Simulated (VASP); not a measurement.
Crystal: B.

```
B
1.0
     1.77426   -2.28757    0.00000
     1.77426    2.28757    0.00000
    -0.84183    0.00000    5.29717
B
6
Direct
  0.67703 0.28125 0.88779
  0.50922 0.09782 0.19781
  0.28125 0.67703 0.88779
  0.05061 0.05061 0.38078
  0.13396 0.13396 0.69803
  0.09782 0.50922 0.19781
```

```yaml
Program: VASP 6.6.1
Task: relaxation of cell and atoms
Functional: PBE
Potentials_or_basis: VASP PAW PBE potentials, release 64 (B)
Cutoff: 600 eV
k_mesh: 6 × 6 × 4
Occupations: gaussian, width 0.1 eV
Spin: no spin polarisation
```

At the start: pressure -0.2 GPa; volume 7.17 Å³/atom.

Problem. How do energy, volume and symmetry change on relaxing?

Solution. Over 9 steps the energy falls by 3.1 meV/atom and the volume is 7.15 Å³/atom (-0.3 %); space group Cm (No. 8, to 0.05 Å).

Step by step:
```csv
step,energy change (eV),largest force (eV/Å),pressure (GPa),volume (Å³)
1,0.0000,0.0987,-0.20,43.00
2,-0.0100,0.1435,-0.04,42.94
3,-0.0111,0.2084,0.06,42.92
4,-0.0160,0.1405,0.13,42.90
5,-0.0163,0.1745,0.15,42.90
6,-0.0175,0.2083,-0.41,42.94
7,-0.0178,0.1027,-0.23,42.93
8,-0.0185,0.0517,-0.08,42.87
9,-0.0185,0.0385,-0.09,42.88
```

Final structure:
```xyz
6
Lattice="1.7400 -2.3229 0.0011 1.7400 2.3229 0.0011 -0.8222 0.0000 5.3040" Properties=species:S:1:pos:R:3 pbc="T T T"
B     0.9438   -0.9032    4.7072
B     0.9020   -0.9383    1.0558
B     0.9438    0.9032    4.7072
B    -0.1579    0.0000    2.0218
B    -0.1164    0.0000    3.6943
B     0.9020    0.9383    1.0558
```

Caveat: the k points lie up to 0.38 Å⁻¹ apart in the final cell.
